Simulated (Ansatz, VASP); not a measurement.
**Two plane-wave programs on MoSe**

File INCAR:

```
SYSTEM = MoSe
  PREC = Accurate
  ENCUT = 600
  EDIFF = 1E-6
  ISMEAR = 0
  SIGMA = 0.1
  LREAL = .False.
  LASPH = .True.
  NELM = 60
  ALGO = Normal
  ISIF = 3
  LWAVE = .False.
  LCHARG = .False.
  GGA = PE
  IBRION = 2
  NSW = 100
  EDIFFG = -0.01
```

KPOINTS

```
regular mesh
0
Gamma
  12 12 6
  0 0 0
```

File POSCAR:

```
MoSe
1.0
    3.4404515574      0.0000000000      0.0000000000
   -1.7202257787      2.9795184492      0.0000000000
    0.0000000000      0.0000000000      6.6353660461
Mo Se
2 2
Direct
    0.0000000000      0.0000000000      0.0000000000
    0.0000000000      0.0000000000      0.5000000000
    0.3333333333      0.6666666667      0.2500000000
    0.6666666667      0.3333333333      0.7500000000
```

Input for Ansatz:

```yaml
crystal:
  lattice:
    - [3.4404515405, 0.0, 0.0]
    - [-1.7202257703, 2.9795184346, 0.0]
    - [0.0, 0.0, 6.6353661253]
  atoms:
    - { symbol: Mo, position: [0.0, 0.0, 0.0] }
    - { symbol: Mo, position: [0.0, 0.0, 0.5] }
    - { symbol: Se, position: [0.3333333333, 0.6666666667, 0.25] }
    - { symbol: Se, position: [0.6666666667, 0.3333333333, 0.75] }
basis:
  ecutwfc: 420
kpoints:
  mp_grid: { grid: [12, 12, 6] }
hamiltonian:
  xc: pbe
scf:
  occupations: { method: gaussian, width: 0.1 }
output:
  forces: true
  stress: true
  eigenvalues: true
  write_density: true
  write_potential: true
  elf: true
  volumetric_format: npy
relax:
  adjacent_minimum: "off"
  f_tol: 0.01
  max_steps: 80
  cell: { stress_tol: 0.05 }
```

Alike in both runs: task relaxation of cell and atoms; functional PBE; k mesh 12 × 12 × 6; occupations gaussian, width 0.1 eV; no spin polarisation.

|  | VASP | Ansatz |
| --- | --- | --- |
| version | VASP 6.6.1 | Ansatz 0.2.0 |
| potentials or method | VASP PAW PBE potentials, release 64 (Mo_sv, Se), cutoff 600 eV | scalar-relativistic, plane waves, PAW |
| valence electrons in the cell | 40 | 60 |

```csv
,VASP,Ansatz,Ansatz less VASP
"gap on the k mesh at the Fermi level, each at its own relaxed structure (eV)",none,none,-
relaxed volume (Å³/atom),16.73,16.70,-0.033
relaxed cell length with the largest relative difference (Å),3.288,3.284,-0.0032
```

A gap of «none» marks a metal or a gap that the smearing closes. VASP's potentials hold 40 valence electrons a cell and Ansatz's 60, so a difference there can come from the potentials and not from the codes.

Noted on VASP's run: too few bands were computed for a metal, which touches its energy and stress.
